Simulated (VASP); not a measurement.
Input of a VASP 6.6.1 run:

The input INCAR:

```
SYSTEM = Ga2AgAs2
ALGO = Normal
DIPOL = 0.5 0.5 0.329
EDIFF = 1E-7
ENCUT = 520
GGA = PE
IDIPOL = 3
ISIF = 2
ISMEAR = 0
ISPIN = 2
IVDW = 12
LASPH = .TRUE.
LCHARG = .FALSE.
LDIPOL = .TRUE.
LMAXMIX = 4
LORBIT = 11
LREAL = .FALSE.
LWAVE = .FALSE.
MAGMOM = 0 0 0 0 1
NBANDS = 36
NELM = 150
PREC = Accurate
SIGMA = 0.05
```

File KPOINTS:

```
k-points
0
G
  7 7 1
  0 0 0
```

POSCAR

```
Ga2AgAs2
1.0
    4.0137031117      0.0000000000      0.0000000000
    0.0000000000      4.0137031117      0.0000000000
    0.0000000000      0.0000000000     21.6700524369
As Ga Ag
2 2 1
Direct
    0.0000000000      0.5000000000      0.1845865400
    0.5000000000      0.0000000000      0.3212717630
    0.5000000000      0.5000000000      0.2500713074
    0.0000000000      0.0000000000      0.3862497546
    0.0000000000      0.5000000000      0.5016163421
```

Potentials or basis: VASP PAW PBE potentials, release 64 (As, Ga_d, Ag).

Run with:

```bash
$ cat potpaw_PBE.64/As/POTCAR potpaw_PBE.64/Ga_d/POTCAR potpaw_PBE.64/Ag/POTCAR > POTCAR
$ mpirun -np 1 vasp_std > vasp.out
```

Problem. Estimate the site moments.

Solution. As +0.06, +0.00; Ga -0.00, +0.00; Ag +0.00 μB.

Problem. What does it give for the dispersion energy per atom?

Solution. -0.208 eV.

Problem. Estimate the net moment.

Solution. 0.14 μB per cell.

Forces in eV/Å, atoms in the order of the input:
```
As   0.000  0.000  0.121
As   0.000  0.000  0.070
Ga   0.000  0.000  0.021
Ga   0.000  0.000  0.691
Ag   0.000  0.000 -0.903
```
